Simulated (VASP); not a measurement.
# Lu (P6_3/mmc) in VASP: a series of runs

Runs on Lu. Level: PBE. Tasks: single point.

Program: VASP 6.6.1. These are calculated values, not measurements. Logs are shortened: lines on timing, memory, paths and dates and some standing lists are left out, and cuts for length are marked.

**1. The cell of the first run**

The structure is hexagonal, space group P6_3/mmc (No. 194). Conventional cell: a = 3.503 Å, b = 3.503 Å, c = 5.662 Å, α = 90.00°, β = 90.00°, γ = 120.00°. Within 4.6 Å of Lu (site symmetry -6m2) lie 12 Lu at 3.48 to 3.50 Å.

**2. Single point, PBE**

Input file INCAR:

```
SYSTEM = Lu
ALGO     = Normal         ! electronic algorithm
EDIFF    = 1E-7           ! SCF threshold, eV
ENCUT    = 520            ! plane-wave cutoff, eV
GGA      = PE             ! functional
ISIF     = 2              ! what is computed and relaxed
ISMEAR   = -1             ! smearing method
LASPH    = .True.         ! aspherical terms in the spheres
LCHARG   = .True.         ! write CHGCAR
LELF     = .True.         ! ELF
LREAL    = .False.        ! projectors in reciprocal space
LVHAR    = .True.       
LWAVE    = .False.        ! write WAVECAR
NBANDS   = 32             ! bands
NELM     = 100            ! most SCF steps
PREC     = Accurate       ! precision mode
SIGMA    = 0.05           ! smearing width, eV
```

Input file KPOINTS:

```
k-points
0
Gamma
  7 7 4
  0 0 0
```

Input file POSCAR:

```
Lu
1.0
    3.5031000000      0.0000000000      0.0000000000
   -1.7515500000      3.0337735920      0.0000000000
    0.0000000000      0.0000000000      5.6619180000
Lu
2
Direct
    0.6666666667      0.3333333333      0.7500000000
    0.3333333333      0.6666666667      0.2500000000
```

Potentials or basis: VASP PAW PBE potentials, release 64 (Lu).

The run is started by

```console
$ cat potpaw_PBE.64/Lu/POTCAR > POTCAR
$ mpirun -np 1 vasp_std > vasp.out
```

OUTCAR:

```text
SYSTEM = Lu
   EDIFF = 1E-7
   ENCUT = 520
   GGA = PE
   ISIF = 2
   ISMEAR = -1
   LASPH = .True.
   LREAL = .False.
   NELM = 100
   PREC = Accurate

 ion  position               nearest neighbor table
   1  0.667  0.333  0.750-   2 3.48   2 3.48   2 3.48   2 3.48   2 3.48   2 3.48
   2  0.333  0.667  0.250-   1 3.48   1 3.48   1 3.48   1 3.48   1 3.48   1 3.48

  LATTYP: Found a hexagonal cell.
 ALAT       =     3.5031000000
 C/A-ratio  =     1.6162593132

  Lattice vectors:

 A1 = (   3.5031000000,   0.0000000000,   0.0000000000)
 A2 = (  -1.7515500000,   3.0337735920,   0.0000000000)
 A3 = (   0.0000000000,   0.0000000000,   5.6619180000)

Analysis of symmetry for initial positions (statically):
=====================================================================
 Subroutine PRICEL returns:
 Original cell was already a primitive cell.

 Routine SETGRP: Setting up the symmetry group for a
 hexagonal supercell.

 Subroutine GETGRP returns: Found 24 space group operations
 (whereof 12 operations were pure point group operations)
 out of a pool of 24 trial point group operations.

The static configuration has the point symmetry D_3d.
 The point group associated with its full space group is D_6h.

Analysis of symmetry for dynamics (positions and initial velocities):
=====================================================================
 Subroutine PRICEL returns:
 Original cell was already a primitive cell.

 Routine SETGRP: Setting up the symmetry group for a
 hexagonal supercell.

 Subroutine GETGRP returns: Found 24 space group operations
 (whereof 12 operations were pure point group operations)
 out of a pool of 24 trial point group operations.

The dynamic configuration has the point symmetry D_3d.
 The point group associated with its full space group is D_6h.

 Subroutine INISYM returns: Found 24 space group operations
 (whereof 12 operations are pure point group operations),
 and found     1 'primitive' translations

----------------------------------------------------------------------------------------

                                     Primitive cell

  volume of cell :      60.1727

  direct lattice vectors                    reciprocal lattice vectors
     3.503100000  0.000000000  0.000000000     0.285461448  0.164811244  0.000000000
    -1.751550000  3.033773592  0.000000000     0.000000000  0.329622488  0.000000000
     0.000000000  0.000000000  5.661918000     0.000000000  0.000000000  0.176618595

  length of vectors
     3.503100000  3.503100000  5.661918000     0.329622488  0.329622488  0.176618595

  position of ions in fractional coordinates (direct lattice)
     0.666666667  0.333333333  0.750000000
     0.333333333  0.666666667  0.250000000

  ion indices of the primitive-cell ions
   primitive index   ion index
                 1           1
                 2           2

----------------------------------------------------------------------------------------

 KPOINTS: k-points

Automatic generation of k-mesh.
 Grid dimensions read from file:
 generate k-points for:    7    7    4

 Generating k-lattice:

  Cartesian coordinates                     Fractional coordinates (reciprocal lattice)
     0.040780207  0.023544463  0.000000000     0.142857143  0.000000000  0.000000000
     0.000000000  0.047088927  0.000000000     0.000000000  0.142857143  0.000000000
     0.000000000  0.000000000  0.044154649     0.000000000  0.000000000  0.250000000

  Length of vectors
     0.047088927  0.047088927  0.044154649

  Shift w.r.t. Gamma in fractional coordinates (k-lattice)
     0.000000000  0.000000000  0.000000000

 Subroutine IBZKPT returns following result:
 ===========================================

 Found     24 irreducible k-points:

 Following reciprocal coordinates:
            Coordinates               Weight
  0.000000  0.000000  0.000000      1.000000
  0.142857  0.000000  0.000000      6.000000
  0.285714 -0.000000  0.000000      6.000000
  0.428571  0.000000  0.000000      6.000000
  0.142857  0.142857  0.000000      6.000000
  0.285714  0.142857  0.000000     12.000000
[... 16 lines left out ...]
  0.428571  0.142857  0.500000      6.000000
  0.285714  0.285714  0.500000      6.000000
   k-points           NKPTS =     24   k-points in BZ     NKDIM =     24   number of bands    NBANDS=     32
   number of dos      NEDOS =    301   number of ions     NIONS =      2
   total plane-waves  NPLWV =  32928
   dimension x,y,z NGX =    28 NGY =   28 NGZ =   42
   dimension x,y,z NGXF=    56 NGYF=   56 NGZF=   84
   ions per type =               2
   NGX,Y,Z   is equivalent  to a cutoff of  13.29, 13.29, 12.33 a.u.
   NGXF,Y,Z  is equivalent  to a cutoff of  26.58, 26.58, 24.66 a.u.
 SYSTEM =  Lu
   PREC   = accura    normal or accurate (medium, high low for compatibility)
   ISTART =      0    job   : 0-new  1-cont  2-samecut
   ICHARG =      2    charge: 1-file 2-atom 10-const
   ISPIN  =      1    spin polarized calculation?
   LNONCOLLINEAR =      F non collinear calculations
   LSORBIT =      F    spin-orbit coupling
   LASPH  =      T    aspherical Exc in radial PAW
   ENCUT  =  520.0 eV  38.22 Ry    6.18 a.u.   6.51  6.51 10.53*2*pi/ulx,y,z
   NELM   =    100;   NELMIN=  2; NELMDL= -5     # of ELM steps
   EDIFF  = 0.1E-06   stopping-criterion for ELM
   LREAL  =      F    real-space projection
   EDIFFG = 0.1E-05   stopping-criterion for IOM
   NSW    =      0    number of steps for IOM
   IBRION =     -1    ionic relax: 0-MD 1-quasi-New 2-CG
   NFREE  =      0    steps in history (QN), initial steepest desc. (CG)
   ISIF   =      2    stress and relaxation
   ISYM   =      2    0-nonsym 1-usesym 2-fastsym
   POTIM  = 0.5000    time-step for ionic-motion
   TEBEG  =    0.0;   TEEND  =   0.0 temperature during run
   PSTRESS=    0.0 pullay stress
   NELECT =      50.0000    total number of electrons
   NUPDOWN=      -1.0000    fix difference up-down
   EMIN   =  10.00;   EMAX   =-10.00  energy-range for DOS
   EFERMI =   0.00;   METHOD = LEGACY
   ISMEAR =    -1;   SIGMA  =   0.05  broadening in eV -4-tet -1-fermi 0-gaus
   EFERMI_NEDOS =   21; number of points for ismear=-14 and -15
   IALGO  =     38    algorithm
   IMIX   =      4    mixing-type and parameters
     AMIX     =   0.40;   BMIX     =  1.00
     AMIX_MAG =   1.60;   BMIX_MAG =  1.00
  volume/ion in A,a.u.               =      30.09       203.03
  Fermi-wavevector in a.u.,A,eV,Ry     =   1.539094  2.908465 32.229611  2.368810
  Thomas-Fermi vector in A             =   2.645370
   LORBIT       =      0    0 simple, 1 ext, 2 COOP (PROOUT), +10 PAW based schemes
   GGA     = PE    functional components
   LHFCALC =     F    Hartree Fock is set to
   AEXX    =    0.0000 exact exchange contribution
   IVDW    =     0    specifies the selected vdW correction
   LEPSILON=     F    determine dielectric tensor
   LRPA    =     F    only Hartree local field effects (RPA)
 non-spin polarized calculation
  energy-cutoff  :      520.00
  volume of cell :       60.17
 maximum number of plane-waves:      1653
 NGX is ok and might be reduce to    28
   NGX = 13   NGY = 13   NGZ = 21

 number of electron      50.0000017 magnetization

 Free energy of the ion-electron system (eV)
  ---------------------------------------------------
  ext. energy  EPLUGINS =         0.00000000
  ---------------------------------------------------
  free energy    TOTEN  =        -9.04437702 eV

  energy without entropy =       -9.01587201  energy(sigma->0) =       -9.03012452

 E-fermi :   2.1011     XC(G=0): -10.5102

 val. band max:        2.0532857363   @ k =   0.4286   0.0000   0.2500
 cond. band min:       2.1161883944   @ k =   0.2857   0.2857   0.5000
 fundamental gap:      0.0629026581
 Fermi energy:         2.1010697732

 k-point     1 :       0.0000    0.0000    0.0000
  band No.  band energies     occupation
      1     -54.1651      2.00000
      2     -54.1388      2.00000
      3     -25.0494      2.00000
      4     -24.6744      2.00000
      5     -24.6744      2.00000
      6     -24.6109      2.00000
[... 24 lines left out ...]
     31       5.6775      0.00000
     32       5.6775      0.00000

 k-point     2 :       0.1429    0.0000    0.0000
  band No.  band energies     occupation
      1     -54.1609      2.00000
      2     -54.1369      2.00000
      3     -25.0214      2.00000
      4     -24.7362      2.00000
      5     -24.6941      2.00000
      6     -24.6748      2.00000
[... 24 lines left out ...]
     31       5.2524      0.00000
     32       5.4044      0.00000

 k-point     3 :       0.2857   -0.0000    0.0000
  band No.  band energies     occupation
      1     -54.1511      2.00000
      2     -54.1333      2.00000
      3     -24.9491      2.00000
      4     -24.8753      2.00000
      5     -24.8120      2.00000
      6     -24.7361      2.00000
[... 24 lines left out ...]
     31       6.0798      0.00000
     32       6.6196      0.00000

 k-point     4 :       0.4286    0.0000    0.0000
  band No.  band energies     occupation
      1     -54.1419      2.00000
      2     -54.1317      2.00000
      3     -24.9868      2.00000
      4     -24.9164      2.00000
      5     -24.8696      2.00000
      6     -24.7683      2.00000
[... 24 lines left out ...]
     31       7.8855      0.00000
     32       8.0813      0.00000

 k-point     5 :       0.1429    0.1429    0.0000
  band No.  band energies     occupation
      1     -54.1539      2.00000
      2     -54.1342      2.00000
      3     -24.9710      2.00000
      4     -24.8149      2.00000
      5     -24.7956      2.00000
      6     -24.7110      2.00000
[... 584 lines left out ...]
     31       6.9330      0.00000
     32       6.9330      0.00000

 k-point    22 :       0.2857    0.1429    0.5000
  band No.  band energies     occupation
      1     -54.1380      2.00000
      2     -54.1380      2.00000
      3     -24.9694      2.00000
      4     -24.9694      2.00000
      5     -24.7622      2.00000
      6     -24.7622      2.00000
[... 24 lines left out ...]
     31       7.4208      0.00000
     32       7.4208      0.00000

 k-point    23 :       0.4286    0.1429    0.5000
  band No.  band energies     occupation
      1     -54.1353      2.00000
      2     -54.1353      2.00000
      3     -25.0084      2.00000
      4     -25.0084      2.00000
      5     -24.7826      2.00000
      6     -24.7826      2.00000
[... 24 lines left out ...]
     31       7.8541      0.00000
     32       7.8541      0.00000

 k-point    24 :       0.2857    0.2857    0.5000
  band No.  band energies     occupation
      1     -54.1346      2.00000
      2     -54.1346      2.00000
      3     -24.9720      2.00000
      4     -24.9720      2.00000
      5     -24.8423      2.00000
      6     -24.8423      2.00000
[... 24 lines left out ...]
     31       7.6333      0.00000
     32       7.6333      0.00000

------------------------ aborting loop because EDIFF is reached ----------------------------------------

  FORCE on cell =-STRESS in cart. coord.  units (eV):
  Direction    XX          YY          ZZ          XY          YZ          ZX
  --------------------------------------------------------------------------------------
  -------------------------------------------------------------------------------------
  Total       -0.1801393     -0.1801393     -1.2438691      0.0000000      0.0000000     -0.0000000
  in kB       -4.7964488     -4.7964488    -33.1196686      0.0000000      0.0000000     -0.0000000
  external PRESSURE =     -14.2375220 kB  Pullay stress =       0.0000000 kB

 VOLUME and BASIS-vectors are now :
 -----------------------------------------------------------------------------
  energy-cutoff  :      520.00
  volume of cell :       60.17
      direct lattice vectors                 reciprocal lattice vectors
     3.503100000  0.000000000  0.000000000     0.285461448  0.164811244  0.000000000
    -1.751550000  3.033773592  0.000000000     0.000000000  0.329622488  0.000000000
     0.000000000  0.000000000  5.661918000     0.000000000  0.000000000  0.176618595

 POSITION                                       TOTAL-FORCE (eV/Angst)
 -----------------------------------------------------------------------------------
      1.75155      1.01126      4.24644        -0.000000      0.000000      0.000000
     -0.00000      2.02252      1.41548         0.000000      0.000000      0.000000
 -----------------------------------------------------------------------------------
    total drift:                                0.000000     -0.000000      0.000000

  FREE ENERGIE OF THE ION-ELECTRON SYSTEM (eV)
  ---------------------------------------------------
  free  energy   TOTEN  =        -9.0443770220 eV

  energy  without entropy=       -9.0158720107  energy(sigma->0) =       -9.03012452
```

Wall time 33 s (1 thread of Intel Xeon Platinum 8559C (Emerald Rapids), shared host); peak memory 0.2 GiB.

Results:

```yaml
Free_energy: -9.0444 eV
Pressure: -1.4 GPa
Band_gap_on_the_k_mesh: zero (bands 25 and 26 overlap by 1.54 eV)
```

Stress tensor (GPa, compression positive):
```
-0.48  0.00  0.00
 0.00 -0.48  0.00
 0.00  0.00 -3.31
```

Caveat: spin-orbit coupling is left out, which moves the levels of the heavy elements.

**3. Single point, PBE**

This run uses another cell than the first one, of 30.68 Å³/atom.

Input file INCAR:

```
SYSTEM = Lu
  PREC = Accurate
  ENCUT = 520
  EDIFF = 1E-6
  ISMEAR = -1
  SIGMA = 0.05
  LREAL = .False.
  LASPH = .True.
  NELM = 80
  ALGO = Fast
  ISIF = 2
  LWAVE = .False.
  LCHARG = .False.
  GGA = PE
  NBANDS = 32
```

Input file KPOINTS:

```
Automatic mesh
0
Gamma
  7 7 4
  0 0 0
```

POSCAR, as its differences from that of step 2:

```diff
@@ -4,3 +4,3 @@
    -1.7515500000      3.0337735920      0.0000000000
-    0.0000000000      0.0000000000      5.6619180000
+    0.0000000000      0.0000000000      5.7729360000
 Lu
```

Potentials or basis: VASP PAW PBE potentials, release 64 (Lu).

The run is started by

```console
$ cat potpaw_PBE.64/Lu/POTCAR > POTCAR
$ mpirun -np 1 vasp_std > vasp.out
```

Wall time 1.7 min (1 thread of Intel Xeon Platinum 8559C (Emerald Rapids), shared host); peak memory 0.22 GiB.

It converged, with:

| Quantity | Value |
| --- | --- |
| Free energy | -9.0164 eV |
| Pressure | -2.2 GPa |
| Band gap on the k mesh | zero (bands 25 and 26 overlap by 1.38 eV) |

Stress tensor (GPa, compression positive):
```
-1.07  0.00  0.00
 0.00 -1.07  0.00
 0.00  0.00 -4.49
```

Levels at points of the mesh, in eV from the Fermi level:
| k point | band 21 | band 22 | band 23 | band 24 | band 25 | band 26 | band 27 | band 28 | band 29 | band 30 |
| --- | --- | --- | --- | --- | --- | --- | --- | --- | --- | --- |
| (0.00, 0.00, 0.00) | -4.99 | -4.98 | -4.97 | -2.50 | 0.18 | 2.12 | 2.23 | 2.23 | 2.81 | 2.81 |
| (0.00, 0.00, 0.50) | -4.98 | -4.98 | -4.43 | -4.43 | 0.95 | 0.95 | 2.21 | 2.21 | 2.21 | 2.21 |

Caveat: spin-orbit coupling is left out, which moves the levels of the heavy elements.
